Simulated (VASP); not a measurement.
# Sn5As3 (Pm-3m) in VASP: further runs, part 2 of 2

VASP 6.6.1. Earlier steps stand in the parts before.

## (3) Single point, PBE

This run uses another cell than the first one, of 25.73 Å³/atom.

INCAR reads:

```
PREC = Accurate ; ENCUT = 520
EDIFF = 1E-6 ; ISMEAR = 0
SIGMA = 0.2 ; LREAL = F
LASPH = T ; NELM = 60
ALGO = Fast ; ISIF = 2
LWAVE = F ; LCHARG = F
GGA = PE ; NBANDS = 52
```

KPOINTS reads:

```
regular mesh
0
Gamma
  4 4 4
```

POSCAR reads:

```
Sn5As3
1.0
    5.9046489246      0.0000000000      0.0000000000
    0.0000000000      5.9046489246      0.0000000000
    0.0000000000      0.0000000000      5.9046489246
Sn As
5 3
Direct
    0.0000000000      1.0000000000      0.0000000000
    0.5000000000      0.0000000000      0.0000000000
    0.5000000000      0.5000000000      0.5000000000
    0.0000000000      0.5000000000      0.0000000000
    1.0000000000      0.0000000000      0.5000000000
    0.5000000000      0.0000000000      0.5000000000
    0.5000000000      0.5000000000      0.0000000000
    0.0000000000      0.5000000000      0.5000000000
```

Potentials or basis: VASP PAW PBE potentials, release 64 (Sn_d, As).

On the command line:

```console
> cat potpaw_PBE.64/Sn_d/POTCAR potpaw_PBE.64/As/POTCAR > POTCAR
> mpirun -np 1 vasp_std > vasp.out
```

OUTCAR:

```text
PREC = Accurate
   ENCUT = 520
   EDIFF = 1E-6
   ISMEAR = 0
   LREAL = F
   LASPH = T
   NELM = 60
   ISIF = 2
   GGA = PE

 ion  position               nearest neighbor table
   1  0.000  0.000  0.000-   2 2.95   4 2.95   5 2.95   5 2.95   4 2.95   2 2.95
   2  0.500  0.000  0.000-   1 2.95   6 2.95   7 2.95   6 2.95   7 2.95   1 2.95
   3  0.500  0.500  0.500-   6 2.95   7 2.95   8 2.95   7 2.95   6 2.95   8 2.95
   4  0.000  0.500  0.000-   1 2.95   7 2.95   8 2.95   8 2.95   1 2.95   7 2.95
   5  0.000  0.000  0.500-   1 2.95   6 2.95   8 2.95   1 2.95   8 2.95   6 2.95
   6  0.500  0.000  0.500-   2 2.95   3 2.95   5 2.95   2 2.95   3 2.95   5 2.95
   7  0.500  0.500  0.000-   2 2.95   3 2.95   4 2.95   3 2.95   2 2.95   4 2.95
   8  0.000  0.500  0.500-   3 2.95   4 2.95   5 2.95   4 2.95   5 2.95   3 2.95

  LATTYP: Found a simple cubic cell.
 ALAT       =     5.9046489246

  Lattice vectors:

 A1 = (   5.9046489246,   0.0000000000,   0.0000000000)
 A2 = (   0.0000000000,   5.9046489246,   0.0000000000)
 A3 = (   0.0000000000,   0.0000000000,   5.9046489246)

Analysis of symmetry for initial positions (statically):
=====================================================================
 Subroutine PRICEL returns:
 Original cell was already a primitive cell.

 Routine SETGRP: Setting up the symmetry group for a
 simple cubic supercell.

 Subroutine GETGRP returns: Found 48 space group operations
 (whereof 48 operations were pure point group operations)
 out of a pool of 48 trial point group operations.

The static configuration has the point symmetry O_h .

Analysis of symmetry for dynamics (positions and initial velocities):
=====================================================================
 Subroutine PRICEL returns:
 Original cell was already a primitive cell.

 Routine SETGRP: Setting up the symmetry group for a
 simple cubic supercell.

 Subroutine GETGRP returns: Found 48 space group operations
 (whereof 48 operations were pure point group operations)
 out of a pool of 48 trial point group operations.

The dynamic configuration has the point symmetry O_h .

 Subroutine INISYM returns: Found 48 space group operations
 (whereof 48 operations are pure point group operations),
 and found     1 'primitive' translations

----------------------------------------------------------------------------------------

                                     Primitive cell

  volume of cell :     205.8649

  direct lattice vectors                    reciprocal lattice vectors
     5.904648925  0.000000000  0.000000000     0.169358079  0.000000000  0.000000000
     0.000000000  5.904648925  0.000000000     0.000000000  0.169358079  0.000000000
     0.000000000  0.000000000  5.904648925     0.000000000  0.000000000  0.169358079

  length of vectors
     5.904648925  5.904648925  5.904648925     0.169358079  0.169358079  0.169358079

  position of ions in fractional coordinates (direct lattice)
     0.000000000  0.000000000  0.000000000
     0.500000000  0.000000000  0.000000000
     0.500000000  0.500000000  0.500000000
     0.000000000  0.500000000  0.000000000
[... 48 lines left out ...]
  0.500000  0.250000  0.000000     12.000000
  0.500000  0.500000  0.000000      3.000000
  0.250000  0.250000  0.250000      8.000000
  0.500000  0.250000  0.250000     12.000000
  0.500000  0.500000  0.250000      6.000000
  0.500000  0.500000  0.500000      1.000000
   k-points           NKPTS =     10   k-points in BZ     NKDIM =     10   number of bands    NBANDS=     52
   number of dos      NEDOS =    301   number of ions     NIONS =      8
   total plane-waves  NPLWV = 110592
   dimension x,y,z NGX =    48 NGY =   48 NGZ =   48
   dimension x,y,z NGXF=    96 NGYF=   96 NGZF=   96
   ions per type =               5   3
   NGX,Y,Z   is equivalent  to a cutoff of  13.51, 13.51, 13.51 a.u.
   NGXF,Y,Z  is equivalent  to a cutoff of  27.03, 27.03, 27.03 a.u.
 SYSTEM =  unknown system
   PREC   = accura    normal or accurate (medium, high low for compatibility)
   ISTART =      0    job   : 0-new  1-cont  2-samecut
   ICHARG =      2    charge: 1-file 2-atom 10-const
   ISPIN  =      1    spin polarized calculation?
   LNONCOLLINEAR =      F non collinear calculations
   LSORBIT =      F    spin-orbit coupling
   LASPH  =      T    aspherical Exc in radial PAW
   ENCUT  =  520.0 eV  38.22 Ry    6.18 a.u.  10.98 10.98 10.98*2*pi/ulx,y,z
   NELM   =     60;   NELMIN=  2; NELMDL= -5     # of ELM steps
   EDIFF  = 0.1E-05   stopping-criterion for ELM
   LREAL  =      F    real-space projection
   EDIFFG = 0.1E-04   stopping-criterion for IOM
   NSW    =      0    number of steps for IOM
   IBRION =     -1    ionic relax: 0-MD 1-quasi-New 2-CG
   NFREE  =      0    steps in history (QN), initial steepest desc. (CG)
   ISIF   =      2    stress and relaxation
   ISYM   =      2    0-nonsym 1-usesym 2-fastsym
   POTIM  = 0.5000    time-step for ionic-motion
   TEBEG  =    0.0;   TEEND  =   0.0 temperature during run
   PSTRESS=    0.0 pullay stress
   NELECT =      85.0000    total number of electrons
   NUPDOWN=      -1.0000    fix difference up-down
   EMIN   =  10.00;   EMAX   =-10.00  energy-range for DOS
   EFERMI =   0.00;   METHOD = LEGACY
   ISMEAR =     0;   SIGMA  =   0.20  broadening in eV -4-tet -1-fermi 0-gaus
   EFERMI_NEDOS =   21; number of points for ismear=-14 and -15
   IALGO  =     68    algorithm
   IMIX   =      4    mixing-type and parameters
     AMIX     =   0.40;   BMIX     =  1.00
     AMIX_MAG =   1.60;   BMIX_MAG =  1.00
  volume/ion in A,a.u.               =      25.73       173.66
  Fermi-wavevector in a.u.,A,eV,Ry     =   1.219047  2.303664 20.219280  1.486075
  Thomas-Fermi vector in A             =   2.354312
   LORBIT       =      0    0 simple, 1 ext, 2 COOP (PROOUT), +10 PAW based schemes
   GGA     = PE    functional components
   LHFCALC =     F    Hartree Fock is set to
   AEXX    =    0.0000 exact exchange contribution
   IVDW    =     0    specifies the selected vdW correction
   LEPSILON=     F    determine dielectric tensor
   LRPA    =     F    only Hartree local field effects (RPA)
 non-spin polarized calculation
 RMM-DIIS sequential band-by-band and
 Gauss-broadening in eV      SIGMA  =   0.20
  energy-cutoff  :      520.00
  volume of cell :      205.86
 maximum number of plane-waves:      5558
 NGX is ok and might be reduce to    48
   NGX = 21   NGY = 21   NGZ = 21

 number of electron      84.9999952 magnetization

 Free energy of the ion-electron system (eV)
  ---------------------------------------------------
  ext. energy  EPLUGINS =         0.00000000
  ---------------------------------------------------
  free energy    TOTEN  =       -33.16595412 eV

  energy without entropy =      -33.06862820  energy(sigma->0) =      -33.11729116

 E-fermi :   6.5407     XC(G=0): -10.0471

 val. band max:        6.4028692489   @ k =   0.5000   0.2500   0.0000
 cond. band min:       6.5636745018   @ k =   0.5000   0.2500   0.2500
 fundamental gap:      0.1608052529
 Fermi energy:         6.5406853686

 k-point     1 :       0.0000    0.0000    0.0000
  band No.  band energies     occupation
      1     -15.1419      2.00000
      2     -15.1419      2.00000
      3     -14.9855      2.00000
      4     -14.9855      2.00000
      5     -14.9855      2.00000
      6     -14.9764      2.00000
[... 539 lines left out ...]
     51       8.0611      0.00000
     52       8.1306      0.00000

------------------------ aborting loop because EDIFF is reached ----------------------------------------

  FORCE on cell =-STRESS in cart. coord.  units (eV):
  Direction    XX          YY          ZZ          XY          YZ          ZX
  --------------------------------------------------------------------------------------
  -------------------------------------------------------------------------------------
  Total       -0.1838994     -0.1838994     -0.1838994      0.0000000     -0.0000000      0.0000000
  in kB       -1.4312274     -1.4312274     -1.4312274      0.0000000     -0.0000000      0.0000000
  external PRESSURE =      -1.4312274 kB  Pullay stress =       0.0000000 kB

 VOLUME and BASIS-vectors are now :
 -----------------------------------------------------------------------------
  energy-cutoff  :      520.00
  volume of cell :      205.86
      direct lattice vectors                 reciprocal lattice vectors
     5.904648925  0.000000000  0.000000000     0.169358079  0.000000000  0.000000000
     0.000000000  5.904648925  0.000000000     0.000000000  0.169358079  0.000000000
     0.000000000  0.000000000  5.904648925     0.000000000  0.000000000  0.169358079

 POSITION                                       TOTAL-FORCE (eV/Angst)
 -----------------------------------------------------------------------------------
      0.00000      0.00000      0.00000         0.000000      0.000000      0.000000
      2.95232      0.00000      0.00000         0.000000      0.000000      0.000000
      2.95232      2.95232      2.95232         0.000000      0.000000      0.000000
      0.00000      2.95232      0.00000         0.000000      0.000000      0.000000
      0.00000      0.00000      2.95232         0.000000      0.000000      0.000000
      2.95232      0.00000      2.95232         0.000000      0.000000      0.000000
      2.95232      2.95232      0.00000         0.000000      0.000000      0.000000
      0.00000      2.95232      2.95232         0.000000      0.000000      0.000000
 -----------------------------------------------------------------------------------
    total drift:                                0.000000      0.000000      0.000000

  FREE ENERGIE OF THE ION-ELECTRON SYSTEM (eV)
  ---------------------------------------------------
  free  energy   TOTEN  =       -33.1659541223 eV

  energy  without entropy=      -33.0686281974  energy(sigma->0) =      -33.11729116
```

Wall time 72 s (1 thread of Intel Xeon 6975P-C (Granite Rapids), shared host); peak memory 0.36 GiB.

Results:

| Quantity | Value |
| --- | --- |
| Free energy | -33.1660 eV |
| Pressure | -0.1 GPa |
| Band gap on the k mesh | zero (an odd number of electrons rules out a gap without spin polarisation) |

Levels at points of the mesh, in eV from the Fermi level:
| k point | band 39 | band 40 | band 41 | band 42 | band 43 | band 44 | band 45 | band 46 |
| --- | --- | --- | --- | --- | --- | --- | --- | --- |
| (0.00, 0.00, 0.00) | -2.57 | -2.57 | -2.57 | -1.81 | -0.55 | -0.55 | -0.55 | 3.02 |
| (0.50, 0.00, 0.00) | -2.01 | -1.65 | -1.65 | -0.89 | -0.72 | 0.78 | 1.64 | 1.96 |
| (0.50, 0.50, 0.00) | -0.73 | -0.35 | -0.35 | 0.27 | 0.52 | 0.52 | 0.58 | 2.20 |
| (0.50, 0.50, 0.50) | 0.47 | 0.47 | 0.47 | 0.85 | 0.85 | 0.85 | 1.40 | 1.40 |

Caveat: spin-orbit coupling is left out, which moves the levels of the heavy elements.

The gap in the log of VASP goes by the Fermi energy; the results here count the filled bands.